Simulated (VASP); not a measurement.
Crystal: SnTe.

```
Te Sn
1.0
     0.00000    3.19231    3.19231
     3.19231    0.00000    3.19231
     3.19231    3.19231    0.00000
Te Sn
1 1
Direct
  0.50000 0.50000 0.50000
  0.00000 0.00000 0.00000
```

Base run:

- Program: VASP 6.6.1
- Functional: PBE
- Potentials or basis: VASP PAW PBE potentials, release 64 (Te, Sn_d)
- Cutoff: 520 eV
- k mesh: 7 × 7 × 7
- Occupations: fermi-dirac, width 0.05 eV
- Spin: non-collinear spin, zero start, spin-orbit coupling
- Starting moments: [[0.0, 0.0, 0.0], [0.0, 0.0, 0.0]] μB

Its results: pressure 0.4 GPa; net moment 0.00 μB per cell.

The run is repeated on the same cell with these changes: functional from PBE to PBEsol. What comes out?

Pressure -2.0 GPa; net moment 0.00 μB per cell.

PBEsol binds more tightly than PBE, so the same cell stands under less pressure.

Caveats: the PAW data sets were made with another functional, which shifts forces and pressure a little (at least some runs).
